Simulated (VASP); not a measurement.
Runs of VASP 6.6.1 on CoO. The structure is that of space group Pm-3m (No. 221), or close to it. The cells are those of the table. 

```tsv
potentials or basis	cell	cutoff (eV)	second run	gap on the mesh (eV)	pressure (GPa)
VASP PAW PBE potentials, release 64 (Co, O)	a = 2.716 Å, 2 atoms	520	-	none	-33.9
VASP PAW PBE potentials, release 64 (Co, O)	a = 2.535 Å, 2 atoms	520	-	none	-3.9
VASP PAW PBE potentials, release 64 (Co, O)	a = 2.596 Å, 2 atoms	520	-	none	-18.0
VASP PAW PBE potentials, release 64 (Co_sv, O)	a = 2.596 Å, 2 atoms	660	valence_matched	none	(a)
VASP PAW PBE potentials, release 64 (Co, O)	a = 2.631 Å, 2 atoms	520	-	none	(b)
```

Alike in all rows: task single point; level r2SCAN+U; no spin polarisation; Co d U = 3.32 eV; k mesh 10 × 10 × 10; smearing gaussian 0.02 eV.

Fill in the values left out.

(a) -17.7; (b) -24.2.

Caveats: the PAW data sets were made with another functional, which shifts forces and pressure a little; an odd number of electrons without spin polarisation forces a metal; a magnetic or distorted state may lie lower; the run has no spin polarisation, though such a crystal can be magnetic; U without spin polarisation on a metal has little footing.

A gap of «none» marks levels without a gap at the run's occupations.

The runs don't all hold the same shells in valence.
